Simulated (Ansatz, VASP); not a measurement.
## GePt in VASP and in Ansatz

INCAR

```
  PREC = Accurate
  ENCUT = 600
  EDIFF = 1E-6
  ISMEAR = 0
  SIGMA = 0.1
  LREAL = False
  LASPH = True
  NELM = 100
  ALGO = Normal
  ISIF = 3
  LWAVE = False
  LCHARG = False
  GGA = PE
  IBRION = 2
  NSW = 90
  EDIFFG = -0.04
```

File KPOINTS:

```
regular mesh
0
Gamma
  6 6 4
```

Contents of POSCAR:

```
GePt
1.0
    1.7600176500     -2.8855881200      0.0000000000
    1.7600176500      2.8855881200      0.0000000000
    0.0000000000      0.0000000000      4.2569580000
Ge Pt
1 1
Direct
    0.5000000000      0.5000000000      0.0000000000
    0.5000000000      0.5000000000      0.5000000000
```

Input for Ansatz:

```yaml
crystal:
  lattice:
    - [1.76001765, -2.88558812, 0.0]
    - [1.76001765, 2.88558812, 0.0]
    - [0.0, 0.0, 4.256958]
  atoms:
    - { symbol: Ge, position: [0.5, 0.5, 0.0] }
    - { symbol: Pt, position: [0.5, 0.5, 0.5] }
basis:
  ecutwfc: 420
kpoints:
  mp_grid: { grid: [6, 6, 4] }
hamiltonian:
  xc: pbe
scf:
  occupations: { method: gaussian, width: 0.1 }
  lower_state_search: "off"
output:
  forces: true
  stress: true
  eigenvalues: true
relax:
  adjacent_minimum: "off"
  f_tol: 0.04
  max_steps: 70
  cell: { stress_tol: 0.4 }
```

Alike in both runs: task relaxation of cell and atoms; functional PBE; k mesh 6 × 6 × 4; occupations gaussian, width 0.1 eV; no spin polarisation.

|  | VASP | Ansatz |
| --- | --- | --- |
| version | VASP 6.6.1 | Ansatz 0.2.0 |
| potentials or method | VASP PAW PBE potentials, release 64 (Ge_d, Pt), cutoff 600 eV | scalar-relativistic, plane waves, PAW |
| valence electrons in the cell | 24 | 32 |

Ansatz gave:

* gap on the k mesh at the Fermi level, each at its own relaxed structure (eV): none
* relaxed volume (Å³/atom): 17.18
* relaxed cell length with the largest relative difference (Å): 5.090

Task: Which values does VASP return?

Result: gap on the k mesh at the Fermi level, each at its own relaxed structure (eV): none; relaxed volume (Å³/atom): 17.17; relaxed cell length with the largest relative difference (Å): 5.093.

A gap of «none» marks a metal or a gap that the smearing closes. VASP's potentials hold 24 valence electrons a cell and Ansatz's 32, so a difference there can come from the potentials and not from the codes.

The k mesh is coarse, so the values compare programs but aren't converged. Spin-orbit coupling is off throughout. Noted on VASP's run: the volume moved by over 15 % at a fixed basis, so the end points are rough.
